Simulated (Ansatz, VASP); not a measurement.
## TaN: VASP beside Ansatz

The input INCAR:

```
PREC = Accurate
ENCUT = 600
EDIFF = 1E-6
ISMEAR = -1
SIGMA = 0.05
LREAL = F
LASPH = T
NELM = 200
ALGO = Normal
ISIF = 2
LWAVE = F
LCHARG = F
LMAXMIX = 4
LDAU = T
LDAUTYPE = 2
LDAUL = 2 -1
LDAUU = 6 0
LDAUJ = 0 0
LDAUPRINT = 1
GGA = CA
NBANDS = 16
GGA_COMPAT = F
```

Contents of KPOINTS:

```
regular mesh
0
Gamma
  10 10 9
```

POSCAR

```
TaN
1.0
    2.9380000000      0.0000000000      0.0000000000
   -1.4690000000      2.5443826363      0.0000000000
    0.0000000000      0.0000000000      2.8830000000
Ta N
1 1
Direct
    0.0000000000      0.0000000000      0.5000000000
    0.6666666667      0.3333333333      0.0000000000
```

Contents of input.yaml:

```yaml
crystal:
  lattice:
    - [2.938, 0.0, 0.0]
    - [-1.469, 2.5443826363, 0.0]
    - [0.0, 0.0, 2.883]
  atoms:
    - { symbol: Ta, position: [0.0, 0.0, 0.5] }
    - { symbol: "N", position: [0.6666666667, 0.3333333333, 0.0] }
hamiltonian:
  xc: lda
  pseudopotentials: { kind: paw }
  hubbard: { sites: [{ species: Ta, l: d, u_eff: 6.0 }] }
kpoints:
  mp_grid: { grid: [10, 10, 9] }
  band_path:
    path:
      - [[0.0, 0.0, 0.0], [0.5, 0.0, 0.0], [0.3333333333, 0.3333333333, 0.0], [0.0, 0.0, 0.0], [0.0, 0.0, 0.5], [0.5, 0.0, 0.5], [0.3333333333, 0.3333333333, 0.5], [0.0, 0.0, 0.5]]
      - [[0.5, 0.0, 0.5], [0.5, 0.0, 0.0]]
      - [[0.3333333333, 0.3333333333, 0.0], [0.3333333333, 0.3333333333, 0.5]]
    npoints: 14
scf:
  occupations: { method: fermi_dirac, width: 0.05 }
  n_extra_bands: 6
output:
  forces: true
  stress: true
  eigenvalues: true
  fatbands: false
  write_density: true
  write_potential: true
  elf: true
  volumetric_format: npy
```

Alike in both runs: functional LDA; k mesh 10 × 10 × 9; occupations fermi-dirac, width 0.05 eV; no spin polarisation; Hubbard terms Ta d U = 6.0 eV.

```csv
,VASP,Ansatz
version,VASP 6.6.1,Ansatz 0.2.0
potentials or method,"VASP PAW LDA potentials, release 64 (Ta_sv_GW, N)",Ansatz PAW
plane-wave cutoff (eV),600,420
valence electrons in the cell,18,18
task,single point,band structure
```

Ansatz gave:

| Property | Result |
| --- | --- |
| gap on the k mesh at the Fermi level (eV) | none |
| pressure (GPa) | -5.8 |
| traceless stress, the component that is largest in VASP (GPa) | -3.25 |

Question: Estimate VASP's values.

Answer: gap on the k mesh at the Fermi level (eV): none; pressure (GPa): 9.8; traceless stress, the component that is largest in VASP (GPa): 0.49.

LDA's correlation is that of Perdew and Zunger in VASP and of Perdew and Wang (1992) in Ansatz. The programs project onto different local orbitals, so the same U acts differently, and such runs can settle in different states. A gap of «none» marks a metal or a gap that the smearing closes.

Spin-orbit coupling is off throughout.
